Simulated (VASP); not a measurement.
Runs of VASP 6.6.1 on LuBr. The structure is hexagonal, space group P6_3mc (No. 186). The conventional cell has a = 3.607 Å, b = 3.607 Å, c = 9.872 Å, α = 90.00°, β = 90.00°, γ = 120.00°. Lu (site symmetry 3m) has 4 Br at 2.83 to 2.96 Å and 6 Lu at 3.61 Å within 3.7 Å. Br (site symmetry 3m) has 4 Lu at 2.83 to 2.96 Å and 6 Br at 3.61 Å within 3.7 Å. 

| k mesh | gap on the mesh (eV) | pressure (GPa) | largest force (eV/Å) |
| --- | --- | --- | --- |
| 9 × 9 × 3 | none | -4.6 | 0.13 |
| 7 × 7 × 3 | none | -4.6 | 0.14 |
| 6 × 6 × 2 | none | (a) | 0.12 |
| 5 × 5 × 2 | 0.57 | -4.5 | 0.12 |
| 3 × 3 × 1 | none | -3.8 | 0.26 |

Alike in all rows: task single point; level LDA; potentials or basis VASP PAW PBE potentials, release 64 (Lu, Br); no spin polarisation; cell as given; cutoff (eV) 520; smearing fermi-dirac 0.1 eV.

Estimate the missing entries.

(a) -4.7.

Caveats: some runs use coarse meshes; the PAW data sets were made with another functional, which shifts forces and pressure a little; spin-orbit coupling is left out, which moves the levels of the heavy elements; the cell stands under tension (at least some runs); semilocal functionals underestimate gaps, and a narrow one can read as zero (at least some runs).

A k mesh can miss the band edges, and the runs leave out spin-orbit coupling on Br, Lu.

A gap of «none» marks levels without a gap at the run's occupations.
